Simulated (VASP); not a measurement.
Input of a VASP 6.6.1 run:

File INCAR:

```
PREC = Accurate
ENCUT = 520
EDIFF = 1E-6
ISMEAR = 0
SIGMA = 0.02
LREAL = F
LASPH = T
NELM = 60
ALGO = Normal
ISIF = 2
LWAVE = F
LCHARG = F
GGA = CA
NBANDS = 29
```

File KPOINTS:

```
Automatic mesh
0
Gamma
  6 6 6
```

POSCAR

```
CsCdCl3
1.0
    5.0610509205      0.0000000000      0.0000000000
    0.0000000000      5.0610509205      0.0000000000
    0.0000000000      0.0000000000      5.3166595528
Cs Cd Cl
1 1 3
Direct
    0.0000000000      0.0000000000      0.0000000000
    0.5000000000      0.5000000000      0.5000000000
    0.0000000000      0.5000000000      0.5000000000
    0.5000000000      0.0000000000      0.5000000000
    0.5000000000      0.5000000000      0.0000000000
```

Potentials or basis: VASP PAW LDA potentials, release 64 (Cs_sv, Cd, Cl).

Launch:

```console
$ cat potpaw_LDA.64/Cs_sv/POTCAR potpaw_LDA.64/Cd/POTCAR potpaw_LDA.64/Cl/POTCAR > POTCAR
$ mpirun -np 1 vasp_std > vasp.out
```

(1) What does it give for the band gap on the k mesh?

(2) What does it give for the pressure?

Results:

(1) 1.49 eV (least direct gap 2.26 eV).

(2) -0.3 GPa.

Caveat: the cell differs from its parent crystal (uniaxial strain along c: +4.0 %); spin-orbit coupling is left out, which moves the levels of the heavy elements.
